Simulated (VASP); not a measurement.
Here is a VASP 6.6.1 calculation.

Contents of INCAR:

```
SYSTEM = NiO2
ALGO = Normal
EDIFF = 1E-7
ENCUT = 520
GGA = PS
ISIF = 2
ISMEAR = -1
ISPIN = 2
LASPH = .True.
LCHARG = .True.
LELF = .True.
LMAXMIX = 4
LORBIT = 11
LREAL = .False.
LVHAR = .True.
LWAVE = .False.
MAGMOM = 1 0 0
NBANDS = 22
NELM = 150
PREC = Accurate
SIGMA = 0.05
```

The input KPOINTS:

```
k-points
0
Gamma
  11 11 11
  0 0 0
```

File POSCAR:

```
NiO2
1.0
    1.3831788867      0.7985787026      6.8800359748
   -1.3831788867      0.7985787026      6.8800359748
    0.0000000000     -1.5971574051      6.8800359748
Ni O
1 2
Direct
    0.0000000000      0.0000000000      0.0000000000
    0.3787890000      0.3787890000      0.3787890000
    0.6212110000      0.6212110000      0.6212110000
```

Potentials or basis: VASP PAW PBE potentials, release 64 (Ni, O).

Run with:

```bash
$ cat potpaw_PBE.64/Ni/POTCAR potpaw_PBE.64/O/POTCAR > POTCAR
$ mpirun -np 1 vasp_std > vasp.out
```

Problem. Estimate the pressure.

Solution. 1.9 GPa.

Problem. What does it give for the band gap on the k mesh?

Solution. 1.30 eV (least direct gap 1.58 eV).

Problem. Estimate the net moment.

Solution. 0.00 μB per cell.

Forces on the atoms (eV/Å):
```
Ni   0.000  0.000  0.000
O    0.000  0.000  0.131
O    0.000  0.000 -0.131
```

Caveat: the PAW data sets were made with another functional, which shifts forces and pressure a little; an odd mesh through Γ misses points on the zone boundary, where band edges can lie.
